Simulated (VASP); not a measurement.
A run of VASP 6.6.1:

Contents of INCAR:

```
PREC = Accurate
ENCUT = 600
EDIFF = 1E-6
ISMEAR = -1
SIGMA = 0.05
LREAL = F
LASPH = T
NELM = 60
ALGO = Normal
ISIF = 3
LWAVE = F
LCHARG = F
GGA = CA
IBRION = 2
NSW = 32
EDIFFG = -0.005
PSTRESS = 260.0
```

Contents of KPOINTS:

```
Automatic mesh
0
Gamma
  16 16 16
```

POSCAR

```
Hg
1.0
   -1.6440746159      1.6440746159      1.6440746159
    1.6440746159     -1.6440746159      1.6440746159
    1.6440746159      1.6440746159     -1.6440746159
Hg
1
Direct
    0.0000000000      0.0000000000      0.0000000000
```

Potentials or basis: VASP PAW LDA potentials, release 64 (Hg).

Launch:

```sh
$ cat potpaw_LDA.64/Hg/POTCAR > POTCAR
$ mpirun -np 1 vasp_std > vasp.out
```

Hardware: 1 thread of Intel(R) Xeon(R) Platinum 8259CL CPU @ 2.50GHz (Skylake/Cascade Lake) (shared host).

How long does it take, and how much memory?

Run time: 50 s on 1 thread of Intel(R) Xeon(R) Platinum 8259CL CPU @ 2.50GHz (Skylake/Cascade Lake) (shared host), peak memory 0.17 GiB. Counts: scf iterations 24, k points 145, ion steps 3.
